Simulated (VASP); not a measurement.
# Ge (Cmce) in VASP: further runs

The runs below take Ge through single point, relaxation of cell and atoms, with PBE.

Program: VASP 6.6.1. These are calculated values, not measurements. Logs are shortened: lines on timing, memory, paths and dates and some standing lists are left out, and cuts for length are marked.

### 1 The cell of the first run

It takes space group Cmce (No. 64, orthorhombic). Conventional cell: a = 5.993 Å, b = 3.961 Å, c = 8.078 Å, α = 90.00°, β = 90.00°, γ = 90.00°. Ge (site symmetry m) has 3 Ge at 2.23 to 2.92 Å within 3.0 Å.

### 2 Single point, PBE

Contents of INCAR:

```
SYSTEM = Ge
PREC = Accurate ; ENCUT = 520
EDIFF = 1E-7 ; ISMEAR = 0
SIGMA = 0.1 ; LREAL = .FALSE.
LASPH = .TRUE. ; NELM = 80
ALGO = Normal ; ISIF = 2
LWAVE = .FALSE. ; LCHARG = .FALSE.
GGA = PE ; NBANDS = 36
```

Contents of KPOINTS:

```
regular mesh
0
G
  6 6 2
  0 0 0
```

Contents of POSCAR:

```
Ge
1.0
    2.9962801600     -1.9803119734      0.0000000000
    2.9962801600      1.9803119734      0.0000000000
    0.0000000000      0.0000000000      8.0781860689
Ge
4
Direct
    0.8500000000      0.1500000000      0.1170000000
    0.6500000000      0.3500000000      0.6170000000
    0.1500000000      0.8500000000      0.8830000000
    0.3500000000      0.6500000000      0.3830000000
```

Potentials or basis: VASP PAW PBE potentials, release 64 (Ge_d).

The run is started by

```sh
$ cat potpaw_PBE.64/Ge_d/POTCAR > POTCAR
$ mpirun -np 1 vasp_std > vasp.out
```

OUTCAR:

```text
SYSTEM = Ge
   PREC = Accurate
   ENCUT = 520
   EDIFF = 1E-7
   ISMEAR = 0
   LREAL = .FALSE.
   LASPH = .TRUE.
   NELM = 80
   ISIF = 2
   GGA = PE

 ion  position               nearest neighbor table
   1  0.850  0.150  0.117-   3 2.23
   2  0.650  0.350  0.617-   4 2.23
   3  0.150  0.850  0.883-   1 2.23
   4  0.350  0.650  0.383-   2 2.23

  LATTYP: Found a base centered orthorhombic cell.
 ALAT       =     3.9606239468
 B/A-ratio  =     1.5130344109
 C/A-ratio  =     2.0396246090

  Lattice vectors:

 A1 = (  -2.9962801600,  -1.9803119734,   0.0000000000)
 A2 = (   2.9962801600,  -1.9803119734,   0.0000000000)
 A3 = (   0.0000000000,   0.0000000000,   8.0781860689)

Analysis of symmetry for initial positions (statically):
=====================================================================
 Subroutine PRICEL returns:
 Original cell was already a primitive cell.

 Routine SETGRP: Setting up the symmetry group for a
 base centered orthorhombic supercell.

 Subroutine GETGRP returns: Found  8 space group operations
 (whereof  4 operations were pure point group operations)
 out of a pool of  8 trial point group operations.

The static configuration has the point symmetry C_2h.
 The point group associated with its full space group is D_2h.

Analysis of symmetry for dynamics (positions and initial velocities):
=====================================================================
 Subroutine PRICEL returns:
 Original cell was already a primitive cell.

 Routine SETGRP: Setting up the symmetry group for a
 base centered orthorhombic supercell.

 Subroutine GETGRP returns: Found  8 space group operations
 (whereof  4 operations were pure point group operations)
 out of a pool of  8 trial point group operations.

The dynamic configuration has the point symmetry C_2h.
 The point group associated with its full space group is D_2h.

 Subroutine INISYM returns: Found  8 space group operations
 (whereof  4 operations are pure point group operations),
 and found     1 'primitive' translations

----------------------------------------------------------------------------------------

                                     Primitive cell

  volume of cell :      95.8650

  direct lattice vectors                    reciprocal lattice vectors
     2.996280160 -1.980311973  0.000000000     0.166873581 -0.252485470  0.000000000
     2.996280160  1.980311973  0.000000000     0.166873581  0.252485470  0.000000000
     0.000000000  0.000000000  8.078186069     0.000000000  0.000000000  0.123790167

  length of vectors
     3.591563769  3.591563769  8.078186069     0.302647823  0.302647823  0.123790167

  position of ions in fractional coordinates (direct lattice)
     0.850000000  0.150000000  0.117000000
     0.650000000  0.350000000  0.617000000
     0.150000000  0.850000000  0.883000000
     0.350000000  0.650000000  0.383000000

  ion indices of the primitive-cell ions
   primitive index   ion index
                 1           1
                 2           2
                 3           3
                 4           4

----------------------------------------------------------------------------------------

 KPOINTS: regular mesh

Automatic generation of k-mesh.
 Grid dimensions read from file:
 generate k-points for:    6    6    2

 Generating k-lattice:

  Cartesian coordinates                     Fractional coordinates (reciprocal lattice)
     0.027812264 -0.042080912  0.000000000     0.166666667  0.000000000  0.000000000
     0.027812264  0.042080912  0.000000000     0.000000000  0.166666667  0.000000000
     0.000000000  0.000000000  0.061895083     0.000000000  0.000000000  0.500000000

  Length of vectors
     0.050441304  0.050441304  0.061895083

  Shift w.r.t. Gamma in fractional coordinates (k-lattice)
     0.000000000  0.000000000  0.000000000

 Subroutine IBZKPT returns following result:
 ===========================================

 Found     26 irreducible k-points:

 Following reciprocal coordinates:
            Coordinates               Weight
  0.000000  0.000000  0.000000      1.000000
  0.166667  0.000000  0.000000      4.000000
  0.333333 -0.000000  0.000000      4.000000
  0.500000  0.000000  0.000000      2.000000
  0.166667  0.166667  0.000000      2.000000
  0.333333  0.166667  0.000000      4.000000
[... 16 lines left out ...]
  0.333333  0.333333  0.500000      2.000000
  0.500000  0.333333  0.500000      4.000000
 [... further k-points ...]
   k-points           NKPTS =     26   k-points in BZ     NKDIM =     26   number of bands    NBANDS=     36
   number of dos      NEDOS =    301   number of ions     NIONS =      4
   total plane-waves  NPLWV =  47040
   dimension x,y,z NGX =    28 NGY =   28 NGZ =   60
   dimension x,y,z NGXF=    56 NGYF=   56 NGZF=  120
   ions per type =               4
   NGX,Y,Z   is equivalent  to a cutoff of  12.96, 12.96, 12.35 a.u.
   NGXF,Y,Z  is equivalent  to a cutoff of  25.92, 25.92, 24.70 a.u.
 SYSTEM =  Ge
   PREC   = accura    normal or accurate (medium, high low for compatibility)
   ISTART =      0    job   : 0-new  1-cont  2-samecut
   ICHARG =      2    charge: 1-file 2-atom 10-const
   ISPIN  =      1    spin polarized calculation?
   LNONCOLLINEAR =      F non collinear calculations
   LSORBIT =      F    spin-orbit coupling
   LASPH  =      T    aspherical Exc in radial PAW
   ENCUT  =  520.0 eV  38.22 Ry    6.18 a.u.   6.68  6.68 15.02*2*pi/ulx,y,z
   NELM   =     80;   NELMIN=  2; NELMDL= -5     # of ELM steps
   EDIFF  = 0.1E-06   stopping-criterion for ELM
   LREAL  =      F    real-space projection
   EDIFFG = 0.1E-05   stopping-criterion for IOM
   NSW    =      0    number of steps for IOM
   IBRION =     -1    ionic relax: 0-MD 1-quasi-New 2-CG
   NFREE  =      0    steps in history (QN), initial steepest desc. (CG)
   ISIF   =      2    stress and relaxation
   ISYM   =      2    0-nonsym 1-usesym 2-fastsym
   POTIM  = 0.5000    time-step for ionic-motion
   TEBEG  =    0.0;   TEEND  =   0.0 temperature during run
   PSTRESS=    0.0 pullay stress
   NELECT =      56.0000    total number of electrons
   NUPDOWN=      -1.0000    fix difference up-down
   EMIN   =  10.00;   EMAX   =-10.00  energy-range for DOS
   EFERMI =   0.00;   METHOD = LEGACY
   ISMEAR =     0;   SIGMA  =   0.10  broadening in eV -4-tet -1-fermi 0-gaus
   EFERMI_NEDOS =   21; number of points for ismear=-14 and -15
   IALGO  =     38    algorithm
   IMIX   =      4    mixing-type and parameters
     AMIX     =   0.40;   BMIX     =  1.00
     AMIX_MAG =   1.60;   BMIX_MAG =  1.00
  volume/ion in A,a.u.               =      23.97       161.73
  Fermi-wavevector in a.u.,A,eV,Ry     =   1.368519  2.586126 25.481599  1.872845
  Thomas-Fermi vector in A             =   2.494476
   LORBIT       =      0    0 simple, 1 ext, 2 COOP (PROOUT), +10 PAW based schemes
   GGA     = PE    functional components
   LHFCALC =     F    Hartree Fock is set to
   AEXX    =    0.0000 exact exchange contribution
   IVDW    =     0    specifies the selected vdW correction
   LEPSILON=     F    determine dielectric tensor
   LRPA    =     F    only Hartree local field effects (RPA)
 non-spin polarized calculation
 Gauss-broadening in eV      SIGMA  =   0.10
  energy-cutoff  :      520.00
  volume of cell :       95.86
 maximum number of plane-waves:      2605
   NGX = 13   NGY = 13   NGZ = 31

 number of electron      55.9999973 magnetization

 Free energy of the ion-electron system (eV)
  ---------------------------------------------------
  ext. energy  EPLUGINS =         0.00000000
  ---------------------------------------------------
  free energy    TOTEN  =       -14.87657907 eV

  energy without entropy =      -14.86614326  energy(sigma->0) =      -14.87136117

 E-fermi :   4.3816     XC(G=0): -10.0194

 val. band max:        4.3446248406   @ k =   0.0000   0.0000   0.5000
 cond. band min:       4.4284842247   @ k =   0.3333   0.3333   0.0000
 fundamental gap:      0.0838593841
 Fermi energy:         4.3815698553

 k-point     1 :       0.0000    0.0000    0.0000
  band No.  band energies     occupation
      1     -20.6561      2.00000
      2     -20.6179      2.00000
      3     -20.4873      2.00000
      4     -20.4608      2.00000
      5     -20.4599      2.00000
      6     -20.4427      2.00000
[... 28 lines left out ...]
     35      10.3729      0.00000
     36      12.3556      0.00000

 k-point     2 :       0.1667    0.0000    0.0000
  band No.  band energies     occupation
      1     -20.6526      2.00000
      2     -20.6201      2.00000
      3     -20.4826      2.00000
      4     -20.4617      2.00000
      5     -20.4601      2.00000
      6     -20.4436      2.00000
[... 28 lines left out ...]
     35      10.9868      0.00000
     36      11.9593      0.00000

 k-point     3 :       0.3333   -0.0000    0.0000
  band No.  band energies     occupation
      1     -20.6441      2.00000
      2     -20.6261      2.00000
      3     -20.4707      2.00000
      4     -20.4633      2.00000
      5     -20.4616      2.00000
      6     -20.4478      2.00000
[... 28 lines left out ...]
     35      10.7965      0.00000
     36      10.8404      0.00000

 k-point     4 :       0.5000    0.0000    0.0000
  band No.  band energies     occupation
      1     -20.6345      2.00000
      2     -20.6345      2.00000
      3     -20.4634      2.00000
      4     -20.4634      2.00000
      5     -20.4574      2.00000
      6     -20.4574      2.00000
[... 28 lines left out ...]
     35      10.3998      0.00000
     36      10.3998      0.00000

 k-point     5 :       0.1667    0.1667    0.0000
  band No.  band energies     occupation
      1     -20.6561      2.00000
      2     -20.6177      2.00000
      3     -20.4871      2.00000
      4     -20.4628      2.00000
      5     -20.4583      2.00000
      6     -20.4424      2.00000
[... 655 lines left out ...]
 k-point    22 :      -0.1667    0.1667    0.5000
  band No.  band energies     occupation
      1     -20.6355      2.00000
      2     -20.6355      2.00000
      3     -20.4616      2.00000
      4     -20.4616      2.00000
      5     -20.4605      2.00000
      6     -20.4605      2.00000
[... 28 lines left out ...]
     35      12.9354      0.00000
     36      12.9375      0.00000

 k-point    23 :       0.3333    0.3333    0.5000
  band No.  band energies     occupation
      1     -20.6374      2.00000
      2     -20.6374      2.00000
      3     -20.4665      2.00000
      4     -20.4665      2.00000
      5     -20.4625      2.00000
      6     -20.4625      2.00000
[... 28 lines left out ...]
     35       9.9683      0.00000
     36       9.9683      0.00000

 k-point    24 :       0.5000    0.3333    0.5000
  band No.  band energies     occupation
      1     -20.6368      2.00000
      2     -20.6368      2.00000
      3     -20.4644      2.00000
      4     -20.4644      2.00000
      5     -20.4633      2.00000
      6     -20.4633      2.00000
[... 28 lines left out ...]
     35      10.9335      0.00000
     36      10.9335      0.00000

 [... further k-points ...]

------------------------ aborting loop because EDIFF is reached ----------------------------------------

  FORCE on cell =-STRESS in cart. coord.  units (eV):
  Direction    XX          YY          ZZ          XY          YZ          ZX
  --------------------------------------------------------------------------------------
  -------------------------------------------------------------------------------------
  Total       -4.0724049      0.4513151      4.1895959      0.0000000      0.0000000      0.0000000
  in kB      -68.0615211      7.5427642     70.0201173      0.0000000      0.0000000      0.0000000
  external PRESSURE =       3.1671202 kB  Pullay stress =       0.0000000 kB

 VOLUME and BASIS-vectors are now :
 -----------------------------------------------------------------------------
  energy-cutoff  :      520.00
  volume of cell :       95.86
      direct lattice vectors                 reciprocal lattice vectors
     2.996280160 -1.980311973  0.000000000     0.166873581 -0.252485470  0.000000000
     2.996280160  1.980311973  0.000000000     0.166873581  0.252485470  0.000000000
     0.000000000  0.000000000  8.078186069     0.000000000  0.000000000  0.123790167

 POSITION                                       TOTAL-FORCE (eV/Angst)
 -----------------------------------------------------------------------------------
      2.99628     -1.38622      0.94515         0.000000      1.718093      2.772112
      2.99628     -0.59409      4.98424         0.000000     -1.718093      2.772112
      2.99628      1.38622      7.13304         0.000000     -1.718093     -2.772112
      2.99628      0.59409      3.09395         0.000000      1.718093     -2.772112
 -----------------------------------------------------------------------------------
    total drift:                                0.000000      0.000000      0.000000

  FREE ENERGIE OF THE ION-ELECTRON SYSTEM (eV)
  ---------------------------------------------------
  free  energy   TOTEN  =       -14.8765790738 eV

  energy  without entropy=      -14.8661432613  energy(sigma->0) =      -14.87136117
```

Wall time 2.5 min (1 thread of Intel Xeon 8259CL, shared host); peak memory 0.23 GiB.

Results:

```yaml
Free_energy: -14.8766 eV
Pressure: 0.3 GPa
Largest_force: 3.261 eV/Å
Band_gap_on_the_k_mesh: zero (bands 28 and 29 overlap by 3.87 eV)
```

Forces on the atoms (eV/Å):
```
Ge   0.000  1.718  2.772
Ge   0.000 -1.718  2.772
Ge   0.000 -1.718 -2.772
Ge   0.000  1.718 -2.772
```

Stress tensor (GPa, compression positive):
```
-6.81  0.00  0.00
 0.00  0.75  0.00
 0.00  0.00  7.00
```

Levels at points of the mesh, in eV from the Fermi level:
```
           k point  band 25  band 26  band 27  band 28  band 29  band 30  band 31  band 32
(0.00, 0.00, 0.00)    -2.86     0.56     1.35     2.55     2.75     2.83     3.01     3.47
(0.50, 0.00, 0.00)    -4.33    -4.33     0.17     0.17     1.08     1.08     1.72     1.72
(0.50, 0.50, 0.00)    -3.39    -2.64    -1.76    -1.61    -0.97    -0.13     0.65     1.65
(0.00, 0.00, 0.50)    -0.04    -0.04     1.87     1.87     2.80     2.80     3.07     3.07
(0.50, 0.00, 0.50)    -2.55    -2.55    -2.51    -2.51     0.93     0.93     2.25     2.25
(0.50, 0.50, 0.50)    -3.97    -3.97    -1.38    -1.38     0.59     0.59     0.83     0.83
```

Caveat: the k points lie up to 0.39 Å⁻¹ apart, too coarse for converged energies and pressures of a metal; forces of over 1 eV/Å act on the atoms, so gaps and moduli don't describe the material at rest.

(Part 1 of 2 ends here.)

The gap in the log of VASP goes by the Fermi energy; the results here count the filled bands.